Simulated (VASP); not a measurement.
PbSe:

```
CELL_PARAMETERS angstrom
-2.19844 2.19844 3.10908
2.19844 -2.19844 3.10908
2.19844 2.19844 -3.10908
ATOMIC_POSITIONS crystal
Pb 0.12222 0.12222 0.00000
Se 0.62344 0.62344 0.00000
```

Base run:

* Program: VASP 6.6.1
* Functional: r2SCAN
* Potentials or basis: VASP PAW PBE potentials, release 64 (Pb_d, Se)
* Cutoff: 520 eV
* k mesh: 12 × 12 × 12
* Occupations: gaussian, width 0.02 eV
* Spin: no spin polarisation

Its results: band gap on the k mesh 0.73 eV, direct; pressure -1.0 GPa.

Problem. The run is repeated on the same cell with these changes: functional from r2SCAN to PBE; further incar settings from ALGO = Normal; EDIFF = 1e-06; NBANDS = 17 to ALGO = Normal; EDIFF = 1e-07; NBANDS = 17. What comes out?

Solution. Band gap on the k mesh 0.44 eV, direct; pressure 0.0 GPa.

Caveats: spin-orbit coupling is left out, which moves the levels of the heavy elements; the PAW data sets were made with another functional, which shifts forces and pressure a little (some runs).

A k mesh can miss the band edges.
